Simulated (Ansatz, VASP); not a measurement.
**Sn in VASP and in Ansatz**

The input POSCAR:

```
Sn
1.0
   -1.8946518192      1.8946518192      1.8946518192
    1.8946518192     -1.8946518192      1.8946518192
    1.8946518192      1.8946518192     -1.8946518192
Sn
1
Direct
    0.0000000000      0.0000000000      0.0000000000
```

INCAR.step1

```
PREC = Accurate
ENCUT = 600
EDIFF = 1E-5
ISMEAR = -1
SIGMA = 0.05
LREAL = F
LASPH = T
NELM = 100
ALGO = Normal
LWAVE = T
LCHARG = F
GGA = PE
NBANDS = 13
```

Contents of INCAR.step2:

```
PREC = Accurate
ENCUT = 600
EDIFF = 1E-7
ISMEAR = -1
SIGMA = 0.05
LREAL = F
LASPH = T
NELM = 100
ALGO = Normal
ISIF = 3
LWAVE = F
LCHARG = F
GGA = PS
LHFCALC = T
AEXX = 0.25
PRECFOCK = Normal
IBRION = 2
NSW = 60
EDIFFG = -0.01
ISTART = 1
```

File KPOINTS:

```
regular mesh
0
Gamma
  5 5 5
```

File input:

```
crystal:
  lattice:
    - [-1.8946518192, 1.8946518192, 1.8946518192]
    - [1.8946518192, -1.8946518192, 1.8946518192]
    - [1.8946518192, 1.8946518192, -1.8946518192]
  atoms:
    - { symbol: Sn, position: [0.0, 0.0, 0.0] }
hamiltonian:
  xc: { exchange: pbesol, correlation: pbesol, exx: { coeff: 0.25 } }
  pseudopotentials: { kind: paw }
kpoints:
  mp_grid: { grid: [5, 5, 5] }
scf:
  occupations: { method: fermi_dirac, width: 0.05 }
output:
  forces: true
  stress: true
  eigenvalues: true
relax:
  f_tol: 0.01
  max_steps: 40
  cell: { stress_tol: 0.05 }
```

Alike in both runs: task relaxation of cell and atoms; functional PBEsol-based global hybrid with a share of 0.25 of exact exchange; k mesh 5 × 5 × 5; occupations fermi-dirac, width 0.05 eV; no spin polarisation.

```csv
,VASP,Ansatz
version,VASP 6.6.1,Ansatz 0.2.0
potentials or method,"VASP PAW PBE potentials, release 64 (Sn_d)",Ansatz PAW
plane-wave cutoff (eV),600,420
valence electrons in the cell,14,14
```

VASP gave:

```
gap on the k mesh at the Fermi level, each at its own relaxed structure (eV)  : none
relaxed volume (Å³/atom)                                                      : 27.10
relaxed length of the cell vector where the two differ most in proportion (Å) : 3.277
```

Problem. What did Ansatz give for the same quantities?

Solution. gap on the k mesh at the Fermi level, each at its own relaxed structure (eV): none; relaxed volume (Å³/atom): 27.15; relaxed length of the cell vector where the two differ most in proportion (Å): 3.280.

VASP's potentials were made for PBE, not for PBEsol-based global hybrid. A gap of «none» marks a metal or a gap that the smearing closes.

The k mesh is coarse, so the values compare programs but aren't converged. Noted on Ansatz's run: the plane-wave basis is chosen anew once the cell has moved, so the energies of steps on either side of that aren't comparable.
